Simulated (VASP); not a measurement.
# KTmI4 (Cmmm) in VASP: further runs, part 2 of 2

VASP 6.6.1. The steps go on from the part before.

### 3 Relaxation of cell and atoms, PBE

This run uses another cell than the first one, of 40.80 Å³/atom.

INCAR reads:

```
SYSTEM = KTmI4
ALGO = Normal
EDIFF = 1E-7
EDIFFG = -0.08
ENCUT = 500
GGA = PE
GGA_COMPAT = .FALSE.
IBRION = 2
ISIF = 3
ISMEAR = 0
LASPH = .TRUE.
LCHARG = .FALSE.
LMAXMIX = 6
LREAL = .FALSE.
LWAVE = .FALSE.
NELM = 200
NELMIN = 4
NSW = 36
PREC = Accurate
SIGMA = 0.15
```

KPOINTS reads:

```
k-points
0
G
  2 2 2
  0 0 0
```

POSCAR reads:

```
KTmI4
1.0
    3.4950411900     -6.1266687300      0.0000000000
    3.4950411900      6.1266687300      0.0000000000
    0.0000000000      0.0000000000      5.7161850000
K Tm I
1 1 4
Direct
    0.5000000000      0.5000000000      0.5000000000
    0.0000000000      0.0000000000      0.0000000000
    0.6692000000      0.3308000000      0.0000000000
    0.3308000000      0.6692000000      0.0000000000
    0.5000000000      0.0000000000      0.5000000000
    0.0000000000      0.5000000000      0.5000000000
```

Potentials or basis: VASP PAW PBE potentials, release 64 (K_sv, Tm_3, I), 4f in core.

Launch:

```console
$ cat potpaw_PBE.64/K_sv/POTCAR potpaw_PBE.64/Tm_3/POTCAR potpaw_PBE.64/I/POTCAR > POTCAR
$ mpirun -np 1 vasp_std > vasp.out
```

OUTCAR:

```text
SYSTEM = KTmI4
   EDIFF = 1E-7
   EDIFFG = -0.08
   ENCUT = 500
   GGA = PE
   IBRION = 2
   ISIF = 3
   ISMEAR = 0
   LASPH = .TRUE.
   LREAL = .FALSE.
   NELM = 200
   NELMIN = 4
   NSW = 36
   PREC = Accurate

 ion  position               nearest neighbor table
   1  0.500  0.500  0.500-   5 3.53   6 3.53   5 3.53   6 3.53   3 3.53   4 3.53   3 3.53   4 3.53

   2  0.000  0.000  0.000-
   3  0.669  0.331  0.000-   5 3.49   6 3.49   5 3.49   6 3.49   1 3.53   1 3.53
   4  0.331  0.669  0.000-   5 3.49   6 3.49   5 3.49   6 3.49   1 3.53   1 3.53
   5  0.500  0.000  0.500-   3 3.49   4 3.49   3 3.49   4 3.49   6 3.50   6 3.50   1 3.53   1 3.53

   6  0.000  0.500  0.500-   3 3.49   4 3.49   3 3.49   4 3.49   5 3.50   5 3.50   1 3.53   1 3.53

  LATTYP: Found a base centered orthorhombic cell.
 ALAT       =     6.9900823800
 B/A-ratio  =     1.7529603793
 C/A-ratio  =     0.8177564568
[... 287 lines left out ...]

  energy  without entropy=      -14.6286686930  energy(sigma->0) =      -14.64927254

[... ionic steps 4 to 9 ...]

--------------------------------------- Ionic step       10  -------------------------------------------

 number of electron      46.0000024 magnetization

------------------------ aborting loop because EDIFF is reached ----------------------------------------
[... 75 lines left out ...]
--------------------------------------- Ionic step       12  -------------------------------------------

 number of electron      45.9999996 magnetization

 Free energy of the ion-electron system (eV)
  ---------------------------------------------------
  ext. energy  EPLUGINS =         0.00000000
  ---------------------------------------------------
  free energy    TOTEN  =       -14.98712397 eV

  energy without entropy =      -14.97488140  energy(sigma->0) =      -14.98100268

 E-fermi :   1.7636     XC(G=0):  -7.0802

 val. band max:        1.6218324421   @ k =   0.5000   0.5000   0.0000
 cond. band min:       1.9666486818   @ k =   0.5000   0.0000   0.0000
 fundamental gap:      0.3448162398
 Fermi energy:         1.7636367065

 k-point     1 :       0.0000    0.0000    0.0000
  band No.  band energies     occupation
      1     -28.8848      2.00000
      2     -26.5737      2.00000
      3     -26.4450      2.00000
      4     -26.2999      2.00000
      5     -12.4153      2.00000
      6     -12.4080      2.00000
[... 202 lines left out ...]
  FREE ENERGIE OF THE ION-ELECTRON SYSTEM (eV)
  ---------------------------------------------------
  free  energy   TOTEN  =       -14.9871239658 eV

  energy  without entropy=      -14.9748814036  energy(sigma->0) =      -14.98100268

 reached required accuracy - stopping structural energy minimisation
```

CONTCAR:

```text
KTmI4
   1.00000000000000
     2.9650131851376464   -5.9057958924159024    0.0000000000000000
     2.9650131851376464    5.9057958924159024    0.0000000000000000
     0.0000000000000000    0.0000000000000000    8.6191142155037657
  K               Tm              I
     1     1     4
Direct
     0.5000000000000000    0.5000000000000000    0.5000000000000000
     0.0000000000000000    0.0000000000000000    0.0000000000000000
     0.6473649836676274    0.3526350163323724    0.0000000000000000
     0.3526350163323724    0.6473649836676274    0.0000000000000000
     0.5000000000000000    0.0000000000000000    0.5000000000000000
     0.0000000000000000    0.5000000000000000    0.5000000000000000

  0.00000000E+00  0.00000000E+00  0.00000000E+00
  0.00000000E+00  0.00000000E+00  0.00000000E+00
  0.00000000E+00  0.00000000E+00  0.00000000E+00
  0.00000000E+00  0.00000000E+00  0.00000000E+00
  0.00000000E+00  0.00000000E+00  0.00000000E+00
  0.00000000E+00  0.00000000E+00  0.00000000E+00
```

Run time: 6.8 min. Hardware: 1 thread of Intel Xeon 6975P-C (Granite Rapids), shared host; peak memory 0.38 GiB.

Results:

| Item | Value |
| --- | --- |
| Free energy | -14.9871 eV |
| Relaxed volume | 50.31 Å³/atom |
| Relaxed cell | a = 6.608 Å, b = 6.608 Å, c = 8.619 Å, α = 90.00°, β = 90.00°, γ = 126.68° |
| Space group after relaxing (to 0.1 Å) | Cmmm (No. 65) |
| Energy gained by relaxing | 502.4 meV/atom |
| Ionic steps | 12 |
| Pressure after relaxing | 0.0 GPa |
| Largest force after relaxing | 0.050 eV/Å |
| Band gap on the k mesh | 0.34 eV (least direct gap 0.84 eV) |

Forces on the atoms (eV/Å):
```
K    0.000  0.000  0.000
Tm   0.000  0.000  0.000
I    0.000  0.050  0.000
I    0.000 -0.050  0.000
I    0.000  0.000  0.000
I    0.000  0.000  0.000
```

Stress tensor (GPa, compression positive):
```
-0.07  0.00  0.00
 0.00  0.15  0.00
 0.00  0.00 -0.12
```

The path:
```
step  energy change (eV)  largest force (eV/Å)  pressure (GPa)  volume (Å³)
   1              0.0000                0.5403            0.84       244.80
   2             -1.1216                0.4971           -0.68       251.34
   3             -2.6971                0.5170            0.59       259.05
   4             -2.7041                0.4589            0.39       259.06
   5             -2.8592                0.1685            0.37       266.50
   6             -2.8665                0.3392            0.45       268.48
   7             -2.8930                0.3657           -0.14       278.31
   8             -2.8954                0.3765           -0.35       282.30
   9             -2.9156                0.3772           -0.35       284.85
  10             -2.9731                0.3111           -0.27       292.45
  11             -3.0066                0.1681            0.22       307.39
  12             -3.0143                0.0502           -0.01       301.85
```

Final structure:
```
K Tm I
1.0
     2.96501   -5.90580    0.00000
     2.96501    5.90580    0.00000
     0.00000    0.00000    8.61911
K Tm I
1 1 4
Direct
  0.50000 0.50000 0.50000
  0.00000 0.00000 0.00000
  0.64736 0.35263 0.00000
  0.35263 0.64736 0.00000
  0.50000 0.00000 0.50000
  0.00000 0.50000 0.50000
```

Levels at points of the mesh, in eV from the valence-band top:
```tsv
k point	band 20	band 21	band 22	band 23	band 24	band 25	band 26	band 27
(0.00, 0.00, 0.00)	-1.19	-1.13	-0.81	-0.53	0.93	0.98	1.10	2.33
(0.50, 0.00, 0.00)	-1.72	-1.70	-1.51	-1.36	0.34	0.95	1.16	1.44
(0.50, 0.50, 0.00)	-1.73	-1.38	-0.87	0.00	0.84	0.95	1.34	2.32
(0.00, 0.00, 0.50)	-1.21	-1.14	-0.77	-0.34	0.97	1.04	1.13	2.33
(0.50, 0.00, 0.50)	-1.94	-1.72	-1.68	-1.36	0.35	0.93	1.16	1.43
(0.50, 0.50, 0.50)	-1.69	-1.39	-0.80	-0.08	0.84	0.90	1.33	2.32
```

Caveat: the k points lie up to 0.59 Å⁻¹ apart in the final cell; the volume moved by over 15 % at a fixed basis, so the end points are rough; semilocal functionals underestimate gaps, and a narrow one can read as zero; spin-orbit coupling is left out, which moves the levels of the heavy elements; the 4f electrons are frozen in the core, so they carry no moment and show no levels; the relaxation stopped at a loose force limit of 0.08 eV/Å, so its end isn't a converged minimum.

### 4 Relaxation of cell and atoms, PBE

This run uses another cell than the first one, of 40.80 Å³/atom.

INCAR reads:

```
ALGO = Normal
EDIFF = 1E-7
EDIFFG = -0.08
ENCUT = 500
GGA = PE
GGA_COMPAT = False
IBRION = 2
ISIF = 3
ISMEAR = 0
LASPH = True
LCHARG = False
LMAXMIX = 6
LREAL = False
LWAVE = False
NELM = 200
NELMIN = 4
NSW = 36
PREC = Accurate
SIGMA = 0.15
```

KPOINTS reads:

```
k-points
0
Gamma
  2 2 2
```

Changes to POSCAR since step 3:

```diff
@@ -8,4 +8,4 @@
 Direct
+    0.0000000000      0.0000000000      0.0000000000
     0.5000000000      0.5000000000      0.5000000000
-    0.0000000000      0.0000000000      0.0000000000
     0.6692000000      0.3308000000      0.0000000000
```

Launch:

```console
$ cat potpaw_PBE.64/K_sv/POTCAR potpaw_PBE.64/Tm_3/POTCAR potpaw_PBE.64/I/POTCAR > POTCAR
$ mpirun -np 1 vasp_std > vasp.out
```

It took 7.9 min on 1 thread of Intel Xeon 6975P-C (Granite Rapids), shared host; peak memory 0.38 GiB.

The run converged. Its results:

```
Free energy                           : -17.4380 eV
Relaxed volume                        : 44.50 Å³/atom
Relaxed cell                          : a = 7.014 Å, b = 7.014 Å, c = 5.427 Å, α = 90.00°, β = 90.00°, γ = 89.33°
Space group after relaxing (to 0.1 Å) : Cmmm (No. 65)
Energy gained by relaxing             : 497.9 meV/atom
Ionic steps                           : 16
Pressure after relaxing               : -0.1 GPa
Largest force after relaxing          : 0.038 eV/Å
Band gap on the k mesh                : 0.47 eV (least direct gap 0.83 eV)
```

Forces in eV/Å, atoms in the order of the input:
```
K    0.000  0.000  0.000
Tm   0.000  0.000  0.000
I    0.000 -0.038  0.000
I    0.000  0.038  0.000
I    0.000  0.000  0.000
I    0.000  0.000  0.000
```

Stress tensor (GPa, compression positive):
```
 0.08  0.00  0.00
 0.00 -0.25  0.00
 0.00  0.00 -0.08
```

Step by step:
```csv
step,energy change (eV),largest force (eV/Å),pressure (GPa),volume (Å³)
1,0.0000,2.0366,0.21,244.80
2,-1.6781,0.8176,-0.33,245.08
3,-1.8596,3.4401,2.14,239.47
4,-2.3034,0.5766,0.08,243.33
5,-2.3338,1.1508,0.40,242.57
6,-2.5895,0.9726,0.16,246.81
7,-2.7911,0.4750,0.20,253.63
8,-2.8680,0.4648,-0.44,258.17
9,-2.8754,0.2720,-0.33,257.13
10,-2.9073,0.2250,0.15,253.08
11,-2.9145,0.1816,0.55,250.14
12,-2.9392,0.0001,0.43,253.32
13,-2.9578,0.3961,0.27,259.49
14,-2.9757,0.1750,-0.25,267.48
15,-2.9758,0.1565,-0.29,268.22
16,-2.9875,0.0380,-0.08,266.98
```

Final structure:
```
K Tm I
1.0
     4.98893   -4.93056    0.00000
     4.98893    4.93056    0.00000
     0.00000    0.00000    5.42689
K Tm I
1 1 4
Direct
  0.00000 0.00000 0.00000
  0.50000 0.50000 0.50000
  0.66952 0.33048 0.00000
  0.33048 0.66952 0.00000
  0.50000 0.00000 0.50000
  0.00000 0.50000 0.50000
```

Levels at points of the mesh, in eV from the valence-band top:
```
           k point  band 20  band 21  band 22  band 23  band 24  band 25  band 26  band 27
(0.00, 0.00, 0.00)    -1.76    -1.04    -0.88    -0.78     0.47     1.00     1.17     1.58
(0.50, 0.00, 0.00)    -1.42    -1.42    -1.28    -1.17     1.17     1.47     1.50     3.28
(0.50, 0.50, 0.00)    -1.77    -1.17    -0.89    -0.72     1.69     1.75     3.13     3.60
(0.00, 0.00, 0.50)    -1.86    -1.45    -0.57     0.00     0.83     1.24     1.41     1.93
(0.50, 0.00, 0.50)    -1.76    -1.15    -0.94    -0.62     1.26     1.46     1.93     2.34
(0.50, 0.50, 0.50)    -1.69    -1.60    -1.20    -0.44     1.76     2.00     2.50     3.13
```

Caveat: the k points lie up to 0.58 Å⁻¹ apart in the final cell; semilocal functionals underestimate gaps, and a narrow one can read as zero; spin-orbit coupling is left out, which moves the levels of the heavy elements; the 4f electrons are frozen in the core, so they carry no moment and show no levels; the relaxation stopped at a loose force limit of 0.08 eV/Å, so its end isn't a converged minimum.

### 5 Overview

| task | cell | k mesh | gap on the mesh (eV) | pressure (GPa) | relaxed volume (Å³/atom) | largest force (eV/Å) |
| --- | --- | --- | --- | --- | --- | --- |
| single point | a = 7.825, b = 7.825, c = 8.544 Å, angles 90.0, 90.0, 135.1°, 6 atoms, atomic positions A | 3 × 3 × 2 | 1.28 | -0.1 | - | 0.03 |
| relaxation of cell and atoms | relaxed from a = 7.053, b = 7.053, c = 5.716 Å, angles 90.0, 90.0, 120.6°, 6 atoms, atomic positions B | 2 × 2 × 2 | 0.34 | 0.0 | 50.31 | 0.05 |
| relaxation of cell and atoms | relaxed from a = 7.053, b = 7.053, c = 5.716 Å, angles 90.0, 90.0, 120.6°, 6 atoms, atomic positions C | 2 × 2 × 2 | 0.47 | -0.1 | 44.50 | 0.04 |

Alike in all rows: level PBE; potentials or basis VASP PAW PBE potentials, release 64 (K_sv, Tm_3, I), 4f in core; no spin polarisation; cutoff (eV) 500; smearing gaussian 0.15 eV.

Caveats: some runs use coarse meshes; spin-orbit coupling is left out, which moves the levels of the heavy elements; the 4f electrons are frozen in the core, so they carry no moment and show no levels; semilocal functionals underestimate gaps, and a narrow one can read as zero (at least some runs); the relaxation stopped at a loose force limit of 0.08 eV/Å, so its end isn't a converged minimum (at least some runs); the volume moved by over 15 % at a fixed basis, so the end points are rough (at least some runs).

Absolute energies hang on the potentials; compare differences alone.
